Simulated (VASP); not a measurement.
# Al (Fm-3m) in VASP: single point with PBE

Aim: the single point of Al with PBE.

All numbers are computed with VASP 6.6.1; they aren't measurements. Logs are shortened: lines on timing, memory, paths and dates and some standing lists are left out, and cuts for length are marked.

## (1) The cell of the first run

It takes space group Fm-3m (No. 225, cubic). Conventional cell: a = 4.041 Å, b = 4.041 Å, c = 4.041 Å, α = 90.00°, β = 90.00°, γ = 90.00°. Al (site symmetry m-3m) has 12 Al at 2.86 Å within 3.8 Å.

## (2) Single point, PBE

The input, INCAR:

```
SYSTEM = Al
ALGO     = Normal         ! electronic algorithm
EDIFF    = 1E-6           ! SCF threshold, eV
ENCUT    = 500            ! plane-wave cutoff, eV
GGA      = PE             ! functional
GGA_COMPAT= .FALSE.      
ISIF     = 2              ! what is computed and relaxed
ISMEAR   = 0              ! smearing method
LASPH    = .TRUE.         ! aspherical terms in the spheres
LCHARG   = .FALSE.        ! write CHGCAR
LREAL    = .FALSE.        ! projectors in reciprocal space
LWAVE    = .FALSE.        ! write WAVECAR
NBANDS   = 8              ! bands
NELM     = 120            ! most SCF steps
PREC     = Accurate       ! precision mode
SIGMA    = 0.1            ! smearing width, eV
```

The input, KPOINTS:

```
k-points
0
G
  18 18 18
  0 0 0
```

The input, POSCAR:

```
Al
1.0
    0.0000000000      2.0204029285      2.0204029285
    2.0204029285      0.0000000000      2.0204029285
    2.0204029285      2.0204029285      0.0000000000
Al
1
Direct
    0.0000000000      0.0000000000      0.0000000000
```

Potentials or basis: VASP PAW PBE potentials, release 64 (Al).

Started as:

```sh
cat potpaw_PBE.64/Al/POTCAR > POTCAR
mpirun -np 1 vasp_std > vasp.out
```

OUTCAR:

```text
SYSTEM = Al
   EDIFF = 1E-6
   ENCUT = 500
   GGA = PE
   ISIF = 2
   ISMEAR = 0
   LASPH = .TRUE.
   LREAL = .FALSE.
   NELM = 120
   PREC = Accurate

 ion  position               nearest neighbor table
   1  0.000  0.000  0.000-

  LATTYP: Found a face centered cubic cell.
 ALAT       =     4.0408058570

  Lattice vectors:

 A1 = (   0.0000000000,   2.0204029285,   2.0204029285)
 A2 = (   2.0204029285,   0.0000000000,   2.0204029285)
 A3 = (   2.0204029285,   2.0204029285,   0.0000000000)

Analysis of symmetry for initial positions (statically):
=====================================================================
 Subroutine PRICEL returns:
 Original cell was already a primitive cell.

 Routine SETGRP: Setting up the symmetry group for a
 face centered cubic supercell.

 Subroutine GETGRP returns: Found 48 space group operations
 (whereof 48 operations were pure point group operations)
 out of a pool of 48 trial point group operations.

The static configuration has the point symmetry O_h .

Analysis of symmetry for dynamics (positions and initial velocities):
=====================================================================
 Subroutine PRICEL returns:
 Original cell was already a primitive cell.

 Routine SETGRP: Setting up the symmetry group for a
 face centered cubic supercell.

 Subroutine GETGRP returns: Found 48 space group operations
 (whereof 48 operations were pure point group operations)
 out of a pool of 48 trial point group operations.

The dynamic configuration has the point symmetry O_h .

 Subroutine INISYM returns: Found 48 space group operations
 (whereof 48 operations are pure point group operations),
 and found     1 'primitive' translations

----------------------------------------------------------------------------------------

                                     Primitive cell

  volume of cell :      16.4947

  direct lattice vectors                    reciprocal lattice vectors
     0.000000000  2.020402928  2.020402928    -0.247475389  0.247475389  0.247475389
     2.020402928  0.000000000  2.020402928     0.247475389 -0.247475389  0.247475389
     2.020402928  2.020402928  0.000000000     0.247475389  0.247475389 -0.247475389

  length of vectors
     2.857281223  2.857281223  2.857281223     0.428639947  0.428639947  0.428639947

  position of ions in fractional coordinates (direct lattice)
     0.000000000  0.000000000  0.000000000

  ion indices of the primitive-cell ions
   primitive index   ion index
                 1           1

----------------------------------------------------------------------------------------

 KPOINTS: k-points

Automatic generation of k-mesh.
 Grid dimensions read from file:
 generate k-points for:   18   18   18

 Generating k-lattice:

  Cartesian coordinates                     Fractional coordinates (reciprocal lattice)
    -0.013748633  0.013748633  0.013748633     0.055555556  0.000000000  0.000000000
     0.013748633 -0.013748633  0.013748633     0.000000000  0.055555556  0.000000000
     0.013748633  0.013748633 -0.013748633     0.000000000  0.000000000  0.055555556

  Length of vectors
     0.023813330  0.023813330  0.023813330

  Shift w.r.t. Gamma in fractional coordinates (k-lattice)
     0.000000000  0.000000000  0.000000000

 Subroutine IBZKPT returns following result:
 ===========================================

 Found    195 irreducible k-points:

 Following reciprocal coordinates:
            Coordinates               Weight
  0.000000  0.000000  0.000000      1.000000
  0.055556  0.000000  0.000000      8.000000
  0.111111  0.000000  0.000000      8.000000
  0.166667  0.000000  0.000000      8.000000
  0.222222  0.000000  0.000000      8.000000
  0.277778  0.000000  0.000000      8.000000
[... 16 lines left out ...]
 -0.277778  0.055556  0.000000     24.000000
 -0.222222  0.055556  0.000000     24.000000
 [... further k-points ...]
   k-points           NKPTS =    195   k-points in BZ     NKDIM =    195   number of bands    NBANDS=      8
   number of dos      NEDOS =    301   number of ions     NIONS =      1
   total plane-waves  NPLWV =  13824
   dimension x,y,z NGX =    24 NGY =   24 NGZ =   24
   dimension x,y,z NGXF=    48 NGYF=   48 NGZF=   48
   ions per type =               1
   NGX,Y,Z   is equivalent  to a cutoff of  13.96, 13.96, 13.96 a.u.
   NGXF,Y,Z  is equivalent  to a cutoff of  27.93, 27.93, 27.93 a.u.
 SYSTEM =  Al
   PREC   = accura    normal or accurate (medium, high low for compatibility)
   ISTART =      0    job   : 0-new  1-cont  2-samecut
   ICHARG =      2    charge: 1-file 2-atom 10-const
   ISPIN  =      1    spin polarized calculation?
   LNONCOLLINEAR =      F non collinear calculations
   LSORBIT =      F    spin-orbit coupling
   LASPH  =      T    aspherical Exc in radial PAW
   ENCUT  =  500.0 eV  36.75 Ry    6.06 a.u.   5.21  5.21  5.21*2*pi/ulx,y,z
   NELM   =    120;   NELMIN=  2; NELMDL= -5     # of ELM steps
   EDIFF  = 0.1E-05   stopping-criterion for ELM
   LREAL  =      F    real-space projection
   EDIFFG = 0.1E-04   stopping-criterion for IOM
   NSW    =      0    number of steps for IOM
   IBRION =     -1    ionic relax: 0-MD 1-quasi-New 2-CG
   NFREE  =      0    steps in history (QN), initial steepest desc. (CG)
   ISIF   =      2    stress and relaxation
   ISYM   =      2    0-nonsym 1-usesym 2-fastsym
   POTIM  = 0.5000    time-step for ionic-motion
   TEBEG  =    0.0;   TEEND  =   0.0 temperature during run
   PSTRESS=    0.0 pullay stress
   NELECT =       3.0000    total number of electrons
   NUPDOWN=      -1.0000    fix difference up-down
   EMIN   =  10.00;   EMAX   =-10.00  energy-range for DOS
   EFERMI =   0.00;   METHOD = LEGACY
   ISMEAR =     0;   SIGMA  =   0.10  broadening in eV -4-tet -1-fermi 0-gaus
   EFERMI_NEDOS =   21; number of points for ismear=-14 and -15
   IALGO  =     38    algorithm
   IMIX   =      4    mixing-type and parameters
     AMIX     =   0.40;   BMIX     =  1.00
     AMIX_MAG =   1.60;   BMIX_MAG =  1.00
  volume/ion in A,a.u.               =      16.49       111.31
  Fermi-wavevector in a.u.,A,eV,Ry     =   0.927543  1.752802 11.705575  0.860336
  Thomas-Fermi vector in A             =   2.053624
   LORBIT       =      0    0 simple, 1 ext, 2 COOP (PROOUT), +10 PAW based schemes
   GGA     = PE    functional components
   LHFCALC =     F    Hartree Fock is set to
   AEXX    =    0.0000 exact exchange contribution
   IVDW    =     0    specifies the selected vdW correction
   LEPSILON=     F    determine dielectric tensor
   LRPA    =     F    only Hartree local field effects (RPA)
 non-spin polarized calculation
 Gauss-broadening in eV      SIGMA  =   0.10
  energy-cutoff  :      500.00
  volume of cell :       16.49
 maximum number of plane-waves:       444
 NGX is ok and might be reduce to    24
   NGX = 11   NGY = 11   NGZ = 11

 number of electron       3.0000000 magnetization

 Free energy of the ion-electron system (eV)
  ---------------------------------------------------
  ext. energy  EPLUGINS =         0.00000000
  ---------------------------------------------------
  free energy    TOTEN  =        -3.74452416 eV

  energy without entropy =       -3.74159756  energy(sigma->0) =       -3.74306086

 E-fermi :   7.9948     XC(G=0): -10.1977

 val. band max:        7.9882799441   @ k =  -0.2778   0.2778   0.0556
 cond. band min:       7.9954105707   @ k =  -0.2778   0.5000   0.2222
 fundamental gap:      0.0071306267
 Fermi energy:         7.9948145854

 k-point     1 :       0.0000    0.0000    0.0000
  band No.  band energies     occupation
      1      -3.1330      2.00000
      2      20.6247      0.00000
      3      20.6247      0.00000
      4      20.6247      0.00000
      5      22.1190      0.00000
      6      22.1190      0.00000
      7      22.1190      0.00000
      8      24.4718      0.00000

 k-point     2 :       0.0556    0.0000    0.0000
  band No.  band energies     occupation
      1      -3.0491      2.00000
      2      19.1071      0.00000
      3      20.3129      0.00000
      4      20.3129      0.00000
      5      22.5616      0.00000
      6      22.5616      0.00000
      7      22.6936      0.00000
      8      25.3552      0.00000

 k-point     3 :       0.1111    0.0000    0.0000
  band No.  band energies     occupation
      1      -2.7976      2.00000
      2      16.8841      0.00000
      3      19.8014      0.00000
      4      19.8014      0.00000
      5      22.7565      0.00000
      6      23.4349      0.00000
      7      23.4349      0.00000
      8      25.9242      0.00000

 k-point     4 :       0.1667    0.0000    0.0000
  band No.  band energies     occupation
      1      -2.3795      2.00000
      2      14.6467      0.00000
      3      19.3558      0.00000
      4      19.3558      0.00000
      5      22.5941      0.00000
      6      24.0387      0.00000
      7      24.0387      0.00000
      8      25.2795      0.00000

 k-point     5 :       0.2222    0.0000    0.0000
  band No.  band energies     occupation
      1      -1.7961      2.00000
      2      12.4853      0.00000
      3      19.0285      0.00000
      4      19.0285      0.00000
      5      22.4235      0.00000
      6      23.2663      0.00000
      7      23.2663      0.00000
      8      26.2176      0.00000

 k-point     6 :       0.2778    0.0000    0.0000
  band No.  band energies     occupation
      1      -1.0496      2.00000
      2      10.4310      0.00000
      3      18.8333      0.00000
      4      18.8333      0.00000
      5      22.2738      0.00000
      6      22.2738      0.00000
      7      22.3246      0.00000
      8      26.2747      0.00000

 k-point     7 :       0.3333    0.0000    0.0000
  band No.  band energies     occupation
      1      -0.1423      2.00000
      2       8.4993      0.00000
      3      18.7751      0.00000
      4      18.7751      0.00000
      5      21.3691      0.00000
      6      21.3691      0.00000
      7      22.3373      0.00000
      8      25.3409      0.00000
[... 133 lines left out ...]
 k-point    20 :      -0.4444    0.0556    0.0000
  band No.  band energies     occupation
      1       2.6508      2.00000
      2       4.5894      2.00000
      3      17.5109      0.00000
      4      18.6680      0.00000
      5      20.1091      0.00000
      6      20.4086      0.00000
      7      23.5216      0.00000
      8      24.4967      0.00000

 k-point    21 :      -0.3889    0.0556    0.0000
  band No.  band energies     occupation
      1       1.3841      2.00000
      2       6.1993      2.00000
      3      17.2383      0.00000
      4      19.2647      0.00000
      5      20.1430      0.00000
      6      20.7225      0.00000
      7      23.1915      0.00000
      8      25.1350      0.00000

 k-point    22 :      -0.3333    0.0556    0.0000
  band No.  band energies     occupation
      1       0.2681      2.00000
      2       7.9512      1.46237
      3      17.1109      0.00000
      4      19.9209      0.00000
      5      20.0970      0.00000
      6      21.4705      0.00000
      7      23.0015      0.00000
      8      25.8848      0.00000

 k-point    23 :      -0.2778    0.0556    0.0000
  band No.  band energies     occupation
      1      -0.6915      2.00000
      2       9.8365      0.00000
      3      17.1284      0.00000
      4      20.0000      0.00000
      5      20.8998      0.00000
      6      22.3350      0.00000
      7      22.9539      0.00000
      8      26.6755      0.00000

 k-point    24 :      -0.2222    0.0556    0.0000
  band No.  band energies     occupation
      1      -1.4915      2.00000
      2      11.8452      0.00000
      3      17.2904      0.00000
      4      20.1425      0.00000
      5      21.8884      0.00000
      6      22.9393      0.00000
      7      23.3867      0.00000
      8      25.5893      0.00000

 [... further k-points ...]

------------------------ aborting loop because EDIFF is reached ----------------------------------------

  FORCE on cell =-STRESS in cart. coord.  units (eV):
  Direction    XX          YY          ZZ          XY          YZ          ZX
  --------------------------------------------------------------------------------------
  -------------------------------------------------------------------------------------
  Total       -0.0008624     -0.0008624     -0.0008624      0.0000000      0.0000000     -0.0000000
  in kB       -0.0837635     -0.0837635     -0.0837635      0.0000000      0.0000000     -0.0000000
  external PRESSURE =      -0.0837635 kB  Pullay stress =       0.0000000 kB

 VOLUME and BASIS-vectors are now :
 -----------------------------------------------------------------------------
  energy-cutoff  :      500.00
  volume of cell :       16.49
      direct lattice vectors                 reciprocal lattice vectors
     0.000000000  2.020402928  2.020402928    -0.247475389  0.247475389  0.247475389
     2.020402928  0.000000000  2.020402928     0.247475389 -0.247475389  0.247475389
     2.020402928  2.020402928  0.000000000     0.247475389  0.247475389 -0.247475389

 POSITION                                       TOTAL-FORCE (eV/Angst)
 -----------------------------------------------------------------------------------
      0.00000      0.00000      0.00000         0.000000      0.000000      0.000000
 -----------------------------------------------------------------------------------
    total drift:                               -0.000000     -0.000000     -0.000000

  FREE ENERGIE OF THE ION-ELECTRON SYSTEM (eV)
  ---------------------------------------------------
  free  energy   TOTEN  =        -3.7445241637 eV

  energy  without entropy=       -3.7415975650  energy(sigma->0) =       -3.74306086
```

Run time: 6.4 s. Hardware: 1 thread of Intel Xeon 6975P-C (Granite Rapids), shared host; peak memory 0.14 GiB.

What came out:

```yaml
Free_energy: -3.7445 eV
Pressure: 0.0 GPa
Band_gap_on_the_k_mesh: zero (an odd number of electrons rules out a gap without spin polarisation)
```
